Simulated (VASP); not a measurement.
# As (R-3m) in VASP: notebook

The runs below take As through single point, with PBE, PBEsol.

All numbers are computed with VASP 6.6.1; they aren't measurements. Logs are shortened: lines on timing, memory, paths and dates and some standing lists are left out, and cuts for length are marked.

**1. The cell of the first run**

The structure is trigonal, space group R-3m (No. 166). Conventional cell: a = 3.762 Å, b = 3.762 Å, c = 10.542 Å, α = 90.00°, β = 90.00°, γ = 120.00°. Within 3.3 Å of As (site symmetry 3m) lie 6 As at 2.51 to 3.14 Å.

**2. Single point, PBE**

Contents of INCAR:

```
SYSTEM = As
PREC = Accurate
ENCUT = 520
EDIFF = 1E-7
ISMEAR = 0
SIGMA = 0.028000000000000004
LREAL = .False.
LASPH = .True.
NELM = 80
ALGO = Normal
ISIF = 2
LWAVE = .False.
LCHARG = .False.
GGA = PE
NBANDS = 12
```

Contents of KPOINTS:

```
Automatic mesh
0
Gamma
  9 9 9
  0 0 0
```

Contents of POSCAR:

```
As
1.0
    1.8807968987      1.0858785957      3.5140619945
   -1.8807968987      1.0858785957      3.5140619945
    0.0000000000     -2.1717571915      3.5140619945
As
2
Direct
    0.2260000000      0.2260000000      0.2260000000
    0.7740000000      0.7740000000      0.7740000000
```

Potentials or basis: VASP PAW PBE potentials, release 64 (As).

Started as:

```bash
$ cat potpaw_PBE.64/As/POTCAR > POTCAR
$ mpirun -np 1 vasp_std > vasp.out
```

OUTCAR:

```text
SYSTEM = As
   PREC = Accurate
   ENCUT = 520
   EDIFF = 1E-7
   ISMEAR = 0
   LREAL = .False.
   LASPH = .True.
   NELM = 80
   ISIF = 2
   GGA = PE

 ion  position               nearest neighbor table
   1  0.226  0.226  0.226-   2 2.51   2 2.51   2 2.51
   2  0.774  0.774  0.774-   1 2.51   1 2.51   1 2.51

  LATTYP: Found a trigonal (rhomboedric) cell.
 ALAT       =     4.1310000000
 COS(alpha) =     0.5854247172

  Lattice vectors:

 A1 = (   1.8807968987,   1.0858785957,   3.5140619945)
 A2 = (  -1.8807968987,   1.0858785957,   3.5140619945)
 A3 = (   0.0000000000,  -2.1717571915,   3.5140619945)

Analysis of symmetry for initial positions (statically):
=====================================================================
 Subroutine PRICEL returns:
 Original cell was already a primitive cell.

 Routine SETGRP: Setting up the symmetry group for a
 trigonal (rhombohedral) supercell.

 Subroutine GETGRP returns: Found 12 space group operations
 (whereof 12 operations were pure point group operations)
 out of a pool of 12 trial point group operations.

The static configuration has the point symmetry D_3d.

Analysis of symmetry for dynamics (positions and initial velocities):
=====================================================================
 Subroutine PRICEL returns:
 Original cell was already a primitive cell.

 Routine SETGRP: Setting up the symmetry group for a
 trigonal (rhombohedral) supercell.

 Subroutine GETGRP returns: Found 12 space group operations
 (whereof 12 operations were pure point group operations)
 out of a pool of 12 trial point group operations.

The dynamic configuration has the point symmetry D_3d.

 Subroutine INISYM returns: Found 12 space group operations
 (whereof 12 operations are pure point group operations),
 and found     1 'primitive' translations

----------------------------------------------------------------------------------------

                                     Primitive cell

  volume of cell :      43.0610

  direct lattice vectors                    reciprocal lattice vectors
     1.880796899  1.085878596  3.514061995     0.265844760  0.153485544  0.094856987
    -1.880796899  1.085878596  3.514061995    -0.265844760  0.153485544  0.094856987
     0.000000000 -2.171757191  3.514061995     0.000000000 -0.306971087  0.094856987

  length of vectors
     4.131000000  4.131000000  4.131000000     0.321292852  0.321292852  0.321292852

  position of ions in fractional coordinates (direct lattice)
     0.226000000  0.226000000  0.226000000
     0.774000000  0.774000000  0.774000000

  ion indices of the primitive-cell ions
   primitive index   ion index
                 1           1
                 2           2

----------------------------------------------------------------------------------------

 KPOINTS: Automatic mesh

Automatic generation of k-mesh.
 Grid dimensions read from file:
 generate k-points for:    9    9    9

 Generating k-lattice:

  Cartesian coordinates                     Fractional coordinates (reciprocal lattice)
     0.029538307  0.017053949  0.010539665     0.111111111  0.000000000 -0.000000000
    -0.029538307  0.017053949  0.010539665     0.000000000  0.111111111 -0.000000000
     0.000000000 -0.034107899  0.010539665    -0.000000000 -0.000000000  0.111111111

  Length of vectors
     0.035699206  0.035699206  0.035699206

  Shift w.r.t. Gamma in fractional coordinates (k-lattice)
     0.000000000  0.000000000  0.000000000

 Subroutine IBZKPT returns following result:
 ===========================================

 Found     85 irreducible k-points:

 Following reciprocal coordinates:
            Coordinates               Weight
  0.000000  0.000000  0.000000      1.000000
  0.111111 -0.000000 -0.000000      6.000000
  0.222222 -0.000000 -0.000000      6.000000
  0.333333 -0.000000 -0.000000      6.000000
  0.444444 -0.000000 -0.000000      6.000000
  0.111111  0.111111 -0.000000      6.000000
[... 16 lines left out ...]
 -0.333333  0.333333  0.000000      6.000000
  0.444444  0.444444 -0.000000      6.000000
 [... further k-points ...]
   k-points           NKPTS =     85   k-points in BZ     NKDIM =     85   number of bands    NBANDS=     12
   number of dos      NEDOS =    301   number of ions     NIONS =      2
   total plane-waves  NPLWV =  32768
   dimension x,y,z NGX =    32 NGY =   32 NGZ =   32
   dimension x,y,z NGXF=    64 NGYF=   64 NGZF=   64
   ions per type =               2
   NGX,Y,Z   is equivalent  to a cutoff of  12.88, 12.88, 12.88 a.u.
   NGXF,Y,Z  is equivalent  to a cutoff of  25.76, 25.76, 25.76 a.u.
 SYSTEM =  As
   PREC   = accura    normal or accurate (medium, high low for compatibility)
   ISTART =      0    job   : 0-new  1-cont  2-samecut
   ICHARG =      2    charge: 1-file 2-atom 10-const
   ISPIN  =      1    spin polarized calculation?
   LNONCOLLINEAR =      F non collinear calculations
   LSORBIT =      F    spin-orbit coupling
   LASPH  =      T    aspherical Exc in radial PAW
   ENCUT  =  520.0 eV  38.22 Ry    6.18 a.u.   7.68  7.68  7.68*2*pi/ulx,y,z
   NELM   =     80;   NELMIN=  2; NELMDL= -5     # of ELM steps
   EDIFF  = 0.1E-06   stopping-criterion for ELM
   LREAL  =      F    real-space projection
   EDIFFG = 0.1E-05   stopping-criterion for IOM
   NSW    =      0    number of steps for IOM
   IBRION =     -1    ionic relax: 0-MD 1-quasi-New 2-CG
   NFREE  =      0    steps in history (QN), initial steepest desc. (CG)
   ISIF   =      2    stress and relaxation
   ISYM   =      2    0-nonsym 1-usesym 2-fastsym
   POTIM  = 0.5000    time-step for ionic-motion
   TEBEG  =    0.0;   TEEND  =   0.0 temperature during run
   PSTRESS=    0.0 pullay stress
   NELECT =      10.0000    total number of electrons
   NUPDOWN=      -1.0000    fix difference up-down
   EMIN   =  10.00;   EMAX   =-10.00  energy-range for DOS
   EFERMI =   0.00;   METHOD = LEGACY
   ISMEAR =     0;   SIGMA  =   0.03  broadening in eV -4-tet -1-fermi 0-gaus
   EFERMI_NEDOS =   21; number of points for ismear=-14 and -15
   IALGO  =     38    algorithm
   IMIX   =      4    mixing-type and parameters
     AMIX     =   0.40;   BMIX     =  1.00
     AMIX_MAG =   1.60;   BMIX_MAG =  1.00
  volume/ion in A,a.u.               =      21.53       145.29
  Fermi-wavevector in a.u.,A,eV,Ry     =   1.006268  1.901570 13.776916  1.012575
  Thomas-Fermi vector in A             =   2.138999
   LORBIT       =      0    0 simple, 1 ext, 2 COOP (PROOUT), +10 PAW based schemes
   GGA     = PE    functional components
   LHFCALC =     F    Hartree Fock is set to
   AEXX    =    0.0000 exact exchange contribution
   IVDW    =     0    specifies the selected vdW correction
   LEPSILON=     F    determine dielectric tensor
   LRPA    =     F    only Hartree local field effects (RPA)
 non-spin polarized calculation
 Gauss-broadening in eV      SIGMA  =   0.03
  energy-cutoff  :      520.00
  volume of cell :       43.06
 maximum number of plane-waves:      1171
   NGX = 15   NGY = 15   NGZ = 15

 number of electron      10.0000000 magnetization

 Free energy of the ion-electron system (eV)
  ---------------------------------------------------
  ext. energy  EPLUGINS =         0.00000000
  ---------------------------------------------------
  free energy    TOTEN  =        -9.32185120 eV

  energy without entropy =       -9.32181771  energy(sigma->0) =       -9.32183446

 E-fermi :   5.4573     XC(G=0):  -9.9639

 val. band max:        5.4169033564   @ k =   0.3333   0.2222   0.2222
 cond. band min:       5.4975230257   @ k =   0.4444   0.3333   0.3333
 fundamental gap:      0.0806196692
 Fermi energy:         5.4573451456

 k-point     1 :       0.0000    0.0000    0.0000
  band No.  band energies     occupation
      1      -9.6069      2.00000
      2      -0.3213      2.00000
      3       2.9877      2.00000
      4       3.4193      2.00000
      5       3.4193      2.00000
      6       7.0467      0.00000
      7       8.3624      0.00000
      8       8.3624      0.00000
      9      12.3445      0.00000
     10      12.3445      0.00000
     11      12.8694      0.00000
     12      14.2436      0.00000

 k-point     2 :       0.1111   -0.0000   -0.0000
  band No.  band energies     occupation
      1      -9.4416      2.00000
      2      -0.8964      2.00000
      3       2.9836      2.00000
      4       3.2924      2.00000
      5       3.4097      2.00000
      6       7.3283      0.00000
      7       8.0735      0.00000
      8       8.2524      0.00000
      9      11.4105      0.00000
     10      12.1577      0.00000
     11      12.1967      0.00000
     12      15.2633      0.00000

 k-point     3 :       0.2222   -0.0000   -0.0000
  band No.  band energies     occupation
      1      -8.9508      2.00000
      2      -2.2536      2.00000
      3       2.7174      2.00000
      4       3.0129      2.00000
      5       3.8439      2.00000
      6       6.8605      0.00000
      7       7.6481      0.00000
      8       7.8142      0.00000
      9      11.3547      0.00000
     10      11.9775      0.00000
     11      12.8254      0.00000
     12      17.2280      0.00000
[... 286 lines left out ...]
 k-point    23 :      -0.3333    0.3333    0.0000
  band No.  band energies     occupation
      1      -5.9341      2.00000
      2      -5.7742      2.00000
      3      -0.5304      2.00000
      4       2.2412      2.00000
      5       2.2639      2.00000
      6       8.0596      0.00000
      7       8.1759      0.00000
      8      11.3281      0.00000
      9      11.9742      0.00000
     10      13.3307      0.00000
     11      15.5574      0.00000
     12      18.0464      0.00000

 k-point    24 :       0.4444    0.4444   -0.0000
  band No.  band energies     occupation
      1      -7.0233      2.00000
      2      -4.1157      2.00000
      3      -0.3656      2.00000
      4       1.3587      2.00000
      5       1.3753      2.00000
      6       6.9264      0.00000
      7      10.8573      0.00000
      8      12.2380      0.00000
      9      12.3330      0.00000
     10      15.9265      0.00000
     11      16.9116      0.00000
     12      18.2627      0.00000

 [... further k-points ...]
[... 5 lines left out ...]
  --------------------------------------------------------------------------------------
  -------------------------------------------------------------------------------------
  Total        1.1431425      1.1431425      0.9796795      0.0000000     -0.0000000      0.0000000
  in kB       42.5331068     42.5331068     36.4511102      0.0000000     -0.0000000      0.0000000
  external PRESSURE =      40.5057746 kB  Pullay stress =       0.0000000 kB

 VOLUME and BASIS-vectors are now :
 -----------------------------------------------------------------------------
  energy-cutoff  :      520.00
  volume of cell :       43.06
      direct lattice vectors                 reciprocal lattice vectors
     1.880796899  1.085878596  3.514061995     0.265844760  0.153485544  0.094856987
    -1.880796899  1.085878596  3.514061995    -0.265844760  0.153485544  0.094856987
     0.000000000 -2.171757191  3.514061995     0.000000000 -0.306971087  0.094856987

 POSITION                                       TOTAL-FORCE (eV/Angst)
 -----------------------------------------------------------------------------------
      0.00000     -0.00000      2.38253         0.000000     -0.000000      0.491272
      0.00000     -0.00000      8.15965         0.000000      0.000000     -0.491272
 -----------------------------------------------------------------------------------
    total drift:                               -0.000000     -0.000000      0.000000

  FREE ENERGIE OF THE ION-ELECTRON SYSTEM (eV)
  ---------------------------------------------------
  free  energy   TOTEN  =        -9.3218512033 eV

  energy  without entropy=       -9.3218177132  energy(sigma->0) =       -9.32183446
```

Wall time 22 s (1 thread of AMD EPYC 9R45 (Zen 5), shared host); peak memory 0.16 GiB.

What came out:

```
Free energy            : -9.3219 eV
Pressure               : 4.1 GPa
Largest force          : 0.491 eV/Å
Band gap on the k mesh : zero (band 5 reaches 5.50 eV, above the bottom of band 6 at 5.39 eV)
```

Forces on the atoms (eV/Å):
```
As   0.000  0.000  0.491
As   0.000  0.000 -0.491
```

Stress tensor (GPa, compression positive):
```
4.25 0.00 0.00
0.00 4.25 0.00
0.00 0.00 3.65
```

Levels at points of the mesh, in eV from the Fermi level:
```tsv
k point	band 1	band 2	band 3	band 4	band 5	band 6	band 7	band 8	band 9	band 10
(0.00, 0.00, 0.00)	-15.06	-5.78	-2.47	-2.04	-2.04	1.59	2.91	2.91	6.89	6.89
```

**3. Single point, PBEsol**

Contents of INCAR:

```
ALGO     = Normal         # electronic algorithm
EDIFF    = 1E-6           # SCF threshold, eV
ENCUT    = 520            # plane-wave cutoff, eV
GGA      = PS             # functional
ISIF     = 2              # what is computed and relaxed
ISMEAR   = -1             # smearing method
LASPH    = True           # aspherical terms in the spheres
LCHARG   = True           # write CHGCAR
LELF     = True           # ELF
LREAL    = False          # projectors in reciprocal space
LVHAR    = True         
LWAVE    = False          # write WAVECAR
NBANDS   = 12             # bands
NELM     = 80             # most SCF steps
PREC     = Accurate       # precision mode
SIGMA    = 0.05           # smearing width, eV
```

Contents of KPOINTS:

```
k-points
0
Gamma
  6 6 6
```

POSCAR is that of step 2.

Potentials or basis: VASP PAW PBE potentials, release 64 (As).

Started as:

```bash
$ cat potpaw_PBE.64/As/POTCAR > POTCAR
$ mpirun -np 1 vasp_std > vasp.out
```

Run time: 9.2 s. Hardware: 1 thread of AMD EPYC 9R45 (Zen 5), shared host; peak memory 0.14 GiB.

The run converged. Its results:

```
Free energy            : -10.2393 eV
Pressure               : 0.6 GPa
Largest force          : 0.335 eV/Å
Band gap on the k mesh : zero (band 5 reaches 5.34 eV, above the bottom of band 6 at 4.97 eV)
```

Forces on the atoms (eV/Å):
```
As   0.000  0.000  0.335
As   0.000  0.000 -0.335
```

Stress tensor (GPa, compression positive):
```
 1.07  0.00  0.00
 0.00  1.07  0.00
 0.00  0.00 -0.42
```

Levels at points of the mesh, in eV from the Fermi level:
```
           k point  band 3  band 4  band 5  band 6  band 7  band 8
(0.00, 0.00, 0.00)   -2.50   -2.04   -2.04    1.56    2.88    2.88
(0.50, 0.00, 0.00)   -2.88   -2.82   -0.38   -0.38    0.33    1.39
(0.50, 0.50, 0.00)   -6.00   -4.22   -4.16    1.34    5.47    6.87
(0.50, 0.50, 0.50)   -1.79   -1.79   -0.69    0.76    0.76    1.85
```

Caveat: the PAW data sets were made with another functional, which shifts forces and pressure a little.
